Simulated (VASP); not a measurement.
# H13O6F in VASP: further runs, part 2 of 2

VASP 6.6.1. Earlier steps stand in the parts before.

## 4. Single point, r2SCAN+D3(BJ)

The input, POSCAR:

```
H13O6F
1.0
    5.9814240000      0.0000000000      0.0000000000
    0.0000000000      5.9814240000      0.0000000000
    0.0000000000      0.0000000000      5.9814240000
O H F
6 13 1
Direct
    0.2354790431      0.0132577125      0.5995395076
    0.5380658519      0.6887991890      0.6996327296
   -0.0365799181      0.6743711865      0.9838627056
    0.4680992352      0.3706809616     -0.0041127330
    0.2746837542      0.9108031800      0.1616003146
    0.8370247620      1.1335093449      1.1250498209
    0.3137714364      0.1542943620      0.6229787422
    0.2483355134     -0.0171698244      0.4364178162
    0.4375713877      0.8143378567      0.6505307097
    0.5837907495      0.6049897148      0.5679249624
   -0.1509339582      0.7056346449      0.8612330442
   -0.0375161500      0.5147938016      0.9965519916
    0.4685171959      0.4386413670      0.1460688960
    0.4645047734      0.4979583457     -0.1146716902
    0.2804683299      1.0474596016      0.0738620101
    0.1747744350      0.8152072149      0.0727251571
    0.6992816426      1.1706744080      1.0360743529
    0.8430099588      0.9790812355      1.1494587242
    0.7449062297      0.2538358759      0.3209436415
    0.6602106789      0.3451184868      0.4292288927
```

The input, INCAR.step1:

```
SYSTEM = H13O6F
PREC     = Accurate       ! precision mode
ENCUT    = 520            ! plane-wave cutoff, eV
ISMEAR   = -1             ! smearing method
SIGMA    = 0.05           ! smearing width, eV
LREAL    = Auto         
LASPH    = .TRUE.         ! aspherical terms in the spheres
NELM     = 100            ! most SCF steps
NBANDS   = 44             ! bands
GGA      = PE             ! functional
ALGO     = Normal         ! electronic algorithm
EDIFF    = 1E-4           ! SCF threshold, eV
LWAVE    = .TRUE.         ! write WAVECAR
LCHARG   = .FALSE.        ! write CHGCAR
```

The input, INCAR.step2:

```
SYSTEM = H13O6F
PREC     = Accurate       ! precision mode
ENCUT    = 520            ! plane-wave cutoff, eV
EDIFF    = 1E-7           ! SCF threshold, eV
ISMEAR   = -1             ! smearing method
SIGMA    = 0.05           ! smearing width, eV
LREAL    = Auto         
LASPH    = .TRUE.         ! aspherical terms in the spheres
NELM     = 100            ! most SCF steps
ALGO     = Normal         ! electronic algorithm
ISIF     = 2              ! what is computed and relaxed
LWAVE    = .FALSE.        ! write WAVECAR
LCHARG   = .FALSE.        ! write CHGCAR
METAGGA  = R2SCAN         ! meta-GGA
LMIXTAU  = .TRUE.       
IVDW     = 12             ! dispersion correction
VDW_S6   = 1.0          
VDW_S8   = 0.78981345   
VDW_A1   = 0.49484001   
VDW_A2   = 5.73083694   
NBANDS   = 44             ! bands
ISTART   = 1
```

The input, KPOINTS:

```
regular mesh
0
G
  1 1 1
  0 0 0
```

Potentials or basis: VASP PAW PBE potentials, release 64 (O, H, F).

The run is started by

```
cat potpaw_PBE.64/O/POTCAR potpaw_PBE.64/H/POTCAR potpaw_PBE.64/F/POTCAR > POTCAR
cp INCAR.step1 INCAR
mpirun -np 1 vasp_gam > vasp.out
cp INCAR.step2 INCAR
mpirun -np 1 vasp_gam > vasp.out
```

OUTCAR:

```text
SYSTEM = H13O6F
   PREC = Accurate
   ENCUT = 520
   EDIFF = 1E-7
   ISMEAR = -1
   LREAL = Auto
   LASPH = .TRUE.
   NELM = 100
   ISIF = 2
   METAGGA = R2SCAN
   IVDW = 12
   ISTART = 1
 IVDW          = 12

 ion  position               nearest neighbor table
   1  0.235  0.013  0.600-   7 0.97   8 1.00
   2  0.538  0.689  0.700-  10 0.97   9 1.01
   3  0.963  0.674  0.984-  12 0.96  11 1.02
   4  0.468  0.371  0.996-  13 0.99  14 1.01
   5  0.275  0.911  0.162-  15 0.97  16 0.98
   6  0.837  0.134  0.125-  18 0.94  17 1.01
   7  0.314  0.154  0.623-   1 0.97
   8  0.248  0.983  0.436-   1 1.00
   9  0.438  0.814  0.651-   2 1.01
  10  0.584  0.605  0.568-   2 0.97
  11  0.849  0.706  0.861-   3 1.02
  12  0.962  0.515  0.997-   3 0.96
  13  0.469  0.439  0.146-   4 0.99
  14  0.465  0.498  0.885-   4 1.01
  15  0.280  0.047  0.074-   5 0.97
  16  0.175  0.815  0.073-   5 0.98
  17  0.699  0.171  0.036-   6 1.01
  18  0.843  0.979  0.149-   6 0.94
  19  0.745  0.254  0.321-  20 0.99
  20  0.660  0.345  0.429-  19 0.99
[... 200 lines left out ...]
 fundamental gap:      5.3832903225
 Fermi energy:        -3.0106374079

 k-point     1 :       0.0000    0.0000    0.0000
  band No.  band energies     occupation
      1     -28.0670      2.00000
      2     -24.5708      2.00000
      3     -24.1246      2.00000
      4     -23.8019      2.00000
      5     -23.4564      2.00000
      6     -23.2761      2.00000
[... 32 lines left out ...]
     39       7.7910      0.00000
     40       8.2638      0.00000
 [bands above 40 left out]

------------------------ aborting loop because EDIFF is reached ----------------------------------------

 Edisp (eV)   -0.30431

 E8    (eV) :    -0.0433

  FORCE on cell =-STRESS in cart. coord.  units (eV):
  Direction    XX          YY          ZZ          XY          YZ          ZX
  --------------------------------------------------------------------------------------
  -------------------------------------------------------------------------------------
  Total      -2.87369    -0.30213    -2.55936     0.88306     0.29106    -1.28713
  in kB     -21.51476    -2.26199   -19.16144     6.61128     2.17911    -9.63647
  external pressure =      -14.31 kB  Pullay stress =        0.00 kB

 VOLUME and BASIS-vectors are now :
 -----------------------------------------------------------------------------
  energy-cutoff  :      520.00
  volume of cell :      214.00
      direct lattice vectors                 reciprocal lattice vectors
     5.981424000  0.000000000  0.000000000     0.167184269  0.000000000  0.000000000
     0.000000000  5.981424000  0.000000000     0.000000000  0.167184269  0.000000000
     0.000000000  0.000000000  5.981424000     0.000000000  0.000000000  0.167184269

 POSITION                                       TOTAL-FORCE (eV/Angst)
 -----------------------------------------------------------------------------------
      1.40850      0.07930      3.58610         0.575797      0.310729     -0.404293
      3.21840      4.12000      4.18480         0.023952      0.414672     -0.315177
      5.76262      4.03370      5.88490        -1.749464      0.463588     -1.700575
      2.79990      2.21720      5.95682        -0.232337      0.423552      0.423482
      1.64300      5.44790      0.96660         0.409523      0.187885     -0.211484
      5.00660      0.79858      0.74798        -1.208287      2.362576     -0.450278
[... 12 lines left out ...]
      4.45560      1.51830      1.91970         0.306229     -0.242411     -0.272916
      3.94900      2.06430      2.56740        -0.193727      0.163322      0.293599
 -----------------------------------------------------------------------------------
    total drift:                                0.007857     -0.004410      0.000229

  FREE ENERGIE OF THE ION-ELECTRON SYSTEM (eV)
  ---------------------------------------------------
  free  energy   TOTEN  =      -104.6030673593 eV

  energy  without entropy=     -104.6030673593  energy(sigma->0) =     -104.60306736
```

OUTCAR.step1:

```text
SYSTEM = H13O6F
   PREC = Accurate
   ENCUT = 520
   ISMEAR = -1
   LREAL = Auto
   LASPH = .TRUE.
   NELM = 100
[... 297 lines left out ...]
      5.00660      0.79858      0.74798        -0.881784      2.646503     -0.342986
[... 12 lines left out ...]
      4.45560      1.51830      1.91970         0.537278     -0.482681     -0.543165
      3.94900      2.06430      2.56740        -0.415581      0.420287      0.633262
 -----------------------------------------------------------------------------------
    total drift:                                0.005784      0.006349     -0.008700

  FREE ENERGIE OF THE ION-ELECTRON SYSTEM (eV)
  ---------------------------------------------------
  free  energy   TOTEN  =       -95.8907929446 eV

  energy  without entropy=      -95.8907929445  energy(sigma->0) =      -95.89079294
```

OSZICAR.step1:

```text
N       E                     dE             d eps       ncg     rms          rms(c)
DAV:   1     0.466720517976E+03    0.46672E+03   -0.31443E+04    88   0.118E+03
DAV:   2    -0.598427689729E+02   -0.52656E+03   -0.50605E+03   108   0.303E+02
DAV:   3    -0.104641928890E+03   -0.44799E+02   -0.44532E+02   108   0.930E+01
DAV:   4    -0.105330140088E+03   -0.68821E+00   -0.68697E+00   112   0.127E+01
DAV:   5    -0.105339334264E+03   -0.91942E-02   -0.91904E-02   120   0.141E+00    0.189E+01
DAV:   6    -0.960506775105E+02    0.92887E+01   -0.27868E+01   104   0.250E+01    0.700E+00
DAV:   7    -0.959944658369E+02    0.56212E-01   -0.20853E+00   112   0.543E+00    0.457E+00
DAV:   8    -0.959077867887E+02    0.86679E-01   -0.41767E-01   104   0.347E+00    0.929E-01
DAV:   9    -0.958875589372E+02    0.20228E-01   -0.66240E-02   120   0.135E+00    0.316E-01
DAV:  10    -0.958904316245E+02   -0.28727E-02   -0.13082E-02    96   0.573E-01    0.154E-01
DAV:  11    -0.958908866709E+02   -0.45505E-03   -0.12255E-03    96   0.215E-01    0.286E-02
DAV:  12    -0.958907929446E+02    0.93726E-04   -0.90753E-05    88   0.642E-02
   1 F= -.95890793E+02 E0= -.95890793E+02  d E =-.408810E-10
```

Wall time 97 s (1 thread of Intel Xeon Platinum 8488C (Sapphire Rapids), shared host); peak memory 0.33 GiB.

Results:

```
Free energy                : -104.6031 eV
Pressure                   : -1.4 GPa
Largest force              : 2.692 eV/Å
Dispersion energy per atom : -0.015 eV
```

Forces in eV/Å, atoms in the order of the input:
```
O    0.576  0.311 -0.404
O    0.024  0.415 -0.315
O   -1.749  0.464 -1.701
O   -0.232  0.424  0.423
O    0.410  0.188 -0.211
O   -1.208  2.363 -0.450
H   -0.239 -0.351 -0.075
H   -0.253  0.166  0.308
H    0.137 -0.432  0.377
H   -0.061  0.084  0.126
H    1.154 -0.252  1.279
H    0.080 -0.518  0.134
H    0.015 -0.313 -0.909
H    0.214 -0.387  0.466
H    0.183 -0.015  0.208
H   -0.026 -0.034  0.234
H    0.735 -0.183  0.361
H    0.131 -1.848  0.129
H    0.306 -0.242 -0.273
F   -0.194  0.163  0.294
```

Stress tensor (GPa, compression positive):
```
-2.15  0.66 -0.96
 0.66 -0.23  0.22
-0.96  0.22 -1.92
```

Caveat: the k points lie up to 1.05 Å⁻¹ apart; the PAW data sets were made with another functional, which shifts forces and pressure a little.

## 5. Overview

| cell | pressure (GPa) | largest force (eV/Å) |
| --- | --- | --- |
| as given, atomic positions A | -1.0 | 1.61 |
| as given, atomic positions B | -1.1 | 2.63 |
| as given, atomic positions C | -1.4 | 2.69 |

Alike in all rows: task single point; level r2SCAN+D3(BJ); potentials or basis VASP PAW PBE potentials, release 64 (O, H, F); no spin polarisation; k mesh 1 × 1 × 1; cutoff (eV) 520; smearing fermi-dirac 0.05 eV.

Caveats: all runs use coarse meshes; the PAW data sets were made with another functional, which shifts forces and pressure a little.

Total energies depend on the potentials used, so only differences within one code and one set of settings carry meaning.
